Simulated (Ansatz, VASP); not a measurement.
## AlInSb2 in VASP and in Ansatz

```
Al In Sb
1.0
    -4.50617    0.00000    0.00000
     0.00000   -4.50617    0.00000
     0.00000    0.00000   12.69765
Al In Sb
2 2 4
Direct
  0.00000 0.00000 0.00000
  0.00000 0.00000 0.50000
  0.50000 0.50000 0.25000
  0.50000 0.50000 0.75000
  0.00000 0.50000 0.11668
  0.00000 0.50000 0.61668
  0.50000 0.00000 0.38332
  0.50000 0.00000 0.88332
```

Alike in both runs: task single point; functional LDA; k mesh 7 × 7 × 3; occupations gaussian, width 0.03 eV; no spin polarisation.

|  | VASP | Ansatz |
| --- | --- | --- |
| version | VASP 6.6.1 | Ansatz 0.2.0 |
| potentials or method | VASP PAW LDA potentials, release 64 (Al, In_d, Sb), cutoff 520 eV | scalar-relativistic, plane waves, PAW |
| valence electrons in the cell | 52 | 92 |

VASP gave:

```
gap on the k mesh at the Fermi level (eV) : 0.31
least direct gap on the mesh (eV)         : 0.31
pressure (GPa)                            : -1.9
rms of the force components (eV/Å)        : 0.030
```

Estimate Ansatz's values.

gap on the k mesh at the Fermi level (eV): 0.26; least direct gap on the mesh (eV): 0.26; pressure (GPa): -2.0; rms of the force components (eV/Å): 0.023.

LDA's correlation is that of Perdew and Zunger in VASP and of Perdew and Wang (1992) in Ansatz. Atom by atom the forces differ by 0.007 eV/Å (rms over components). VASP's potentials hold 52 valence electrons a cell and Ansatz's 92, so a difference there can come from the potentials and not from the codes.

Spin-orbit coupling is off throughout.
